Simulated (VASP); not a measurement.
# Sb (Pm-3m) in VASP: a series of runs

The runs below take Sb through single point, with PBE.

Program: VASP 6.6.1. These are calculated values, not measurements. Logs are shortened: lines on timing, memory, paths and dates and some standing lists are left out, and cuts for length are marked.

## Step 1: The cell of the first run

It takes space group Pm-3m (No. 221, cubic). The conventional cell has a = 3.202 Å, b = 3.202 Å, c = 3.202 Å, α = 90.00°, β = 90.00°, γ = 90.00°. Sb (site symmetry m-3m) has 6 Sb at 3.20 Å within 4.2 Å.

## Step 2: Single point, PBE

INCAR reads:

```
  PREC = Accurate
  ENCUT = 500
  EDIFF = 1E-6
  ISMEAR = -1
  SIGMA = 0.1
  LREAL = F
  LASPH = T
  NELM = 120
  ALGO = Normal
  ISIF = 2
  LWAVE = F
  LCHARG = F
  GGA = PE
  NBANDS = 8
  GGA_COMPAT = F
```

KPOINTS reads:

```
regular mesh
0
Gamma
  7 7 7
```

POSCAR reads:

```
Sb
1.0
    3.2015837161      0.0000000000      0.0000000000
    0.0000000000      3.2015837161      0.0000000000
    0.0000000000      0.0000000000      3.2015837161
Sb
1
Direct
    0.0000000000      0.0000000000      0.0000000000
```

Potentials or basis: VASP PAW PBE potentials, release 64 (Sb).

Launch:

```sh
$ cat potpaw_PBE.64/Sb/POTCAR > POTCAR
$ mpirun -np 1 vasp_std > vasp.out
```

OUTCAR:

```text
PREC = Accurate
   ENCUT = 500
   EDIFF = 1E-6
   ISMEAR = -1
   LREAL = F
   LASPH = T
   NELM = 120
   ISIF = 2
   GGA = PE

 ion  position               nearest neighbor table
   1  0.000  0.000  0.000-

  LATTYP: Found a simple cubic cell.
 ALAT       =     3.2015837161

  Lattice vectors:

 A1 = (   3.2015837161,   0.0000000000,   0.0000000000)
 A2 = (   0.0000000000,   3.2015837161,   0.0000000000)
 A3 = (   0.0000000000,   0.0000000000,   3.2015837161)

Analysis of symmetry for initial positions (statically):
=====================================================================
 Subroutine PRICEL returns:
 Original cell was already a primitive cell.

 Routine SETGRP: Setting up the symmetry group for a
 simple cubic supercell.

 Subroutine GETGRP returns: Found 48 space group operations
 (whereof 48 operations were pure point group operations)
 out of a pool of 48 trial point group operations.

The static configuration has the point symmetry O_h .

Analysis of symmetry for dynamics (positions and initial velocities):
=====================================================================
 Subroutine PRICEL returns:
 Original cell was already a primitive cell.

 Routine SETGRP: Setting up the symmetry group for a
 simple cubic supercell.

 Subroutine GETGRP returns: Found 48 space group operations
 (whereof 48 operations were pure point group operations)
 out of a pool of 48 trial point group operations.

The dynamic configuration has the point symmetry O_h .

 Subroutine INISYM returns: Found 48 space group operations
 (whereof 48 operations are pure point group operations),
 and found     1 'primitive' translations

----------------------------------------------------------------------------------------

                                     Primitive cell

  volume of cell :      32.8167

  direct lattice vectors                    reciprocal lattice vectors
     3.201583716  0.000000000  0.000000000     0.312345417  0.000000000  0.000000000
     0.000000000  3.201583716  0.000000000     0.000000000  0.312345417  0.000000000
     0.000000000  0.000000000  3.201583716     0.000000000  0.000000000  0.312345417

  length of vectors
     3.201583716  3.201583716  3.201583716     0.312345417  0.312345417  0.312345417

  position of ions in fractional coordinates (direct lattice)
     0.000000000  0.000000000  0.000000000
[... 70 lines left out ...]
   NELM   =    120;   NELMIN=  2; NELMDL= -5     # of ELM steps
   EDIFF  = 0.1E-05   stopping-criterion for ELM
   LREAL  =      F    real-space projection
   EDIFFG = 0.1E-04   stopping-criterion for IOM
   NSW    =      0    number of steps for IOM
   IBRION =     -1    ionic relax: 0-MD 1-quasi-New 2-CG
   NFREE  =      0    steps in history (QN), initial steepest desc. (CG)
   ISIF   =      2    stress and relaxation
   ISYM   =      2    0-nonsym 1-usesym 2-fastsym
   POTIM  = 0.5000    time-step for ionic-motion
   TEBEG  =    0.0;   TEEND  =   0.0 temperature during run
   PSTRESS=    0.0 pullay stress
   NELECT =       5.0000    total number of electrons
   NUPDOWN=      -1.0000    fix difference up-down
   EMIN   =  10.00;   EMAX   =-10.00  energy-range for DOS
   EFERMI =   0.00;   METHOD = LEGACY
   ISMEAR =    -1;   SIGMA  =   0.10  broadening in eV -4-tet -1-fermi 0-gaus
   EFERMI_NEDOS =   21; number of points for ismear=-14 and -15
   IALGO  =     38    algorithm
   IMIX   =      4    mixing-type and parameters
     AMIX     =   0.40;   BMIX     =  1.00
     AMIX_MAG =   1.60;   BMIX_MAG =  1.00
  volume/ion in A,a.u.               =      32.82       221.46
  Fermi-wavevector in a.u.,A,eV,Ry     =   0.874380  1.652338 10.402192  0.764540
  Thomas-Fermi vector in A             =   1.993902
   LORBIT       =      0    0 simple, 1 ext, 2 COOP (PROOUT), +10 PAW based schemes
   GGA     = PE    functional components
   LHFCALC =     F    Hartree Fock is set to
   AEXX    =    0.0000 exact exchange contribution
   IVDW    =     0    specifies the selected vdW correction
   LEPSILON=     F    determine dielectric tensor
   LRPA    =     F    only Hartree local field effects (RPA)
 non-spin polarized calculation
  energy-cutoff  :      500.00
  volume of cell :       32.82
 maximum number of plane-waves:       858
 NGX is ok and might be reduce to    24
   NGX = 11   NGY = 11   NGZ = 11

 number of electron       5.0000001 magnetization

 Free energy of the ion-electron system (eV)
  ---------------------------------------------------
  ext. energy  EPLUGINS =         0.00000000
  ---------------------------------------------------
  free energy    TOTEN  =        -4.09084052 eV

  energy without entropy =       -4.07376998  energy(sigma->0) =       -4.08230525

 E-fermi :   5.8199     XC(G=0):  -9.2217

 val. band max:        5.5260751698   @ k =   0.4286   0.2857   0.1429
 cond. band min:       5.8446798201   @ k =   0.2857   0.2857   0.2857
 fundamental gap:      0.3186046503
 Fermi energy:         5.8198960781

 k-point     1 :       0.0000    0.0000    0.0000
  band No.  band energies     occupation
      1      -5.7072      2.00000
      2       9.0099      0.00000
      3       9.0099      0.00000
      4       9.0099      0.00000
      5      12.8199      0.00000
      6      12.8199      0.00000
      7      13.6854      0.00000
      8      23.0737      0.00000
[... 199 lines left out ...]
 k-point    20 :       0.4286    0.4286    0.4286
  band No.  band energies     occupation
      1       0.2326      2.00000
      2       4.6012      1.99999
      3       4.6012      1.99999
      4       4.8997      1.99980
      5      10.8863      0.00000
      6      11.3361      0.00000
      7      11.3361      0.00000
      8      14.4030      0.00000

------------------------ aborting loop because EDIFF is reached ----------------------------------------

  FORCE on cell =-STRESS in cart. coord.  units (eV):
  Direction    XX          YY          ZZ          XY          YZ          ZX
  --------------------------------------------------------------------------------------
  -------------------------------------------------------------------------------------
  Total       -0.8342292     -0.8342292     -0.8342292      0.0000000      0.0000000     -0.0000000
  in kB      -40.7287789    -40.7287789    -40.7287789      0.0000000      0.0000000     -0.0000000
  external PRESSURE =     -40.7287789 kB  Pullay stress =       0.0000000 kB

 VOLUME and BASIS-vectors are now :
 -----------------------------------------------------------------------------
  energy-cutoff  :      500.00
  volume of cell :       32.82
      direct lattice vectors                 reciprocal lattice vectors
     3.201583716  0.000000000  0.000000000     0.312345417  0.000000000  0.000000000
     0.000000000  3.201583716  0.000000000     0.000000000  0.312345417  0.000000000
     0.000000000  0.000000000  3.201583716     0.000000000  0.000000000  0.312345417

 POSITION                                       TOTAL-FORCE (eV/Angst)
 -----------------------------------------------------------------------------------
      0.00000      0.00000      0.00000         0.000000      0.000000      0.000000
 -----------------------------------------------------------------------------------
    total drift:                               -0.000000      0.000000      0.000000

  FREE ENERGIE OF THE ION-ELECTRON SYSTEM (eV)
  ---------------------------------------------------
  free  energy   TOTEN  =        -4.0908405166 eV

  energy  without entropy=       -4.0737699790  energy(sigma->0) =       -4.08230525
```

OSZICAR:

```text
N       E                     dE             d eps       ncg     rms          rms(c)
DAV:   1     0.511535509431E+01    0.51154E+01   -0.15600E+03   320   0.391E+02
DAV:   2    -0.397362028297E+01   -0.90890E+01   -0.85023E+01   472   0.498E+01
DAV:   3    -0.408544913713E+01   -0.11183E+00   -0.11181E+00   344   0.640E+00
DAV:   4    -0.408606684544E+01   -0.61771E-03   -0.61771E-03   520   0.607E-01
DAV:   5    -0.408606906240E+01   -0.22170E-05   -0.22174E-05   384   0.224E-02    0.163E+00
DAV:   6    -0.408879139034E+01   -0.27223E-02   -0.14513E-03   424   0.222E-01    0.956E-01
DAV:   7    -0.409077575417E+01   -0.19844E-02   -0.33456E-03   344   0.333E-01    0.808E-02
DAV:   8    -0.409083663058E+01   -0.60876E-04   -0.10823E-04   424   0.686E-02    0.696E-03
DAV:   9    -0.409084018348E+01   -0.35529E-05   -0.29481E-06   448   0.109E-02    0.241E-03
DAV:  10    -0.409084051659E+01   -0.33311E-06   -0.13108E-06   400   0.584E-03
   1 F= -.40908405E+01 E0= -.40823052E+01  d E =-.170705E-01
```

stdout:

```text
POSCAR found type information on POSCAR Sb
 POSCAR found :  1 types and       1 ions
 scaLAPACK will be used
 LDA part: xc-table for (Slater+PW92), standard interpolation
 POSCAR, INCAR and KPOINTS ok, starting setup
 FFT: planning ... GRIDC
 FFT: planning ... GRID_SOFT
 FFT: planning ... GRID
 WAVECAR not read
 entering main loop
```

Run time: 6.5 s. Hardware: 1 thread of Intel Xeon 8259CL, shared host; peak memory 0.13 GiB.

Results:

* Free energy: -4.0908 eV
* Pressure: -4.1 GPa

Caveat: spin-orbit coupling is left out, which moves the levels of the heavy elements.

## Step 3: Single point, PBE

This run uses another cell than the first one, of 34.08 Å³/atom, 1.038 times its volume.

INCAR reads:

```
SYSTEM = Sb
PREC = Accurate ; ENCUT = 500
EDIFF = 1E-6 ; ISMEAR = -1
SIGMA = 0.1 ; LREAL = .FALSE.
LASPH = .TRUE. ; NELM = 120
ALGO = Normal ; ISIF = 2
LWAVE = .FALSE. ; LCHARG = .FALSE.
GGA = PE ; NBANDS = 8
GGA_COMPAT = .FALSE.
```

KPOINTS reads:

```
Automatic mesh
0
G
  7 7 7
  0 0 0
```

POSCAR reads:

```
Sb
1.0
    3.2421143949      0.0000000000      0.0000000000
    0.0000000000      3.2421143949      0.0000000000
    0.0000000000      0.0000000000      3.2421143949
Sb
1
Direct
    0.0000000000      0.0000000000      0.0000000000
```

Potentials or basis: VASP PAW PBE potentials, release 64 (Sb).

Launch:

```sh
$ cat potpaw_PBE.64/Sb/POTCAR > POTCAR
$ mpirun -np 1 vasp_std > vasp.out
```

Wall time 6.2 s (1 thread of Intel Xeon 8259CL, shared host); peak memory 0.13 GiB.

The run converged. Its results:

* Free energy: -4.0537 eV
* Pressure: -5.3 GPa

Levels at points of the mesh, in eV from the Fermi level:
```
           k point  band 1  band 2  band 3  band 4  band 5  band 6  band 7
(0.00, 0.00, 0.00)  -11.28    3.09    3.09    3.09    6.97    6.97    7.65
```

Caveat: spin-orbit coupling is left out, which moves the levels of the heavy elements.

## Step 4: Single point, PBE

This run uses another cell than the first one, of 35.34 Å³/atom, 1.077 times its volume.

INCAR reads:

```
SYSTEM = Sb
PREC = Accurate ; ENCUT = 500
EDIFF = 1E-6 ; ISMEAR = -1
SIGMA = 0.1 ; LREAL = .FALSE.
LASPH = .TRUE. ; NELM = 120
ALGO = Normal ; ISIF = 2
LWAVE = .FALSE. ; LCHARG = .TRUE.
GGA = PE ; LELF = .TRUE.
LVHAR = .TRUE. ; NBANDS = 8
GGA_COMPAT = .FALSE.
```

KPOINTS reads:

```
regular mesh
0
G
  7 7 7
  0 0 0
```

POSCAR reads:

```
Sb
1.0
    3.2816562724      0.0000000000      0.0000000000
    0.0000000000      3.2816562724      0.0000000000
    0.0000000000      0.0000000000      3.2816562724
Sb
1
Direct
    0.0000000000      0.0000000000      0.0000000000
```

Launch:

```sh
$ cat potpaw_PBE.64/Sb/POTCAR > POTCAR
$ mpirun -np 1 vasp_std > vasp.out
```

Wall time 8.1 s (1 thread of Intel Xeon 8259CL, shared host); peak memory 0.13 GiB.

The run converged. Its results:

| Quantity | Value |
| --- | --- |
| Free energy | -4.0079 eV |
| Pressure | -6.3 GPa |

Levels at points of the mesh, in eV from the Fermi level:
| k point | band 1 | band 2 | band 3 | band 4 | band 5 |
| --- | --- | --- | --- | --- | --- |
| (0.00, 0.00, 0.00) | -11.05 | 2.99 | 2.99 | 2.99 | 6.93 |

Caveat: spin-orbit coupling is left out, which moves the levels of the heavy elements.

## Step 5: Overview

| cell | gap on the mesh (eV) | pressure (GPa) |
| --- | --- | --- |
| a = 3.202 Å, 1 atom | none | -4.1 |
| a = 3.242 Å, 1 atom | none | -5.3 |
| a = 3.282 Å, 1 atom | none | -6.3 |

Alike in all rows: task single point; level PBE; potentials or basis VASP PAW PBE potentials, release 64 (Sb); no spin polarisation; k mesh 7 × 7 × 7; cutoff (eV) 500; smearing fermi-dirac 0.1 eV.

Caveats: spin-orbit coupling is left out, which moves the levels of the heavy elements.

Absolute energies hang on the potentials; compare differences alone.
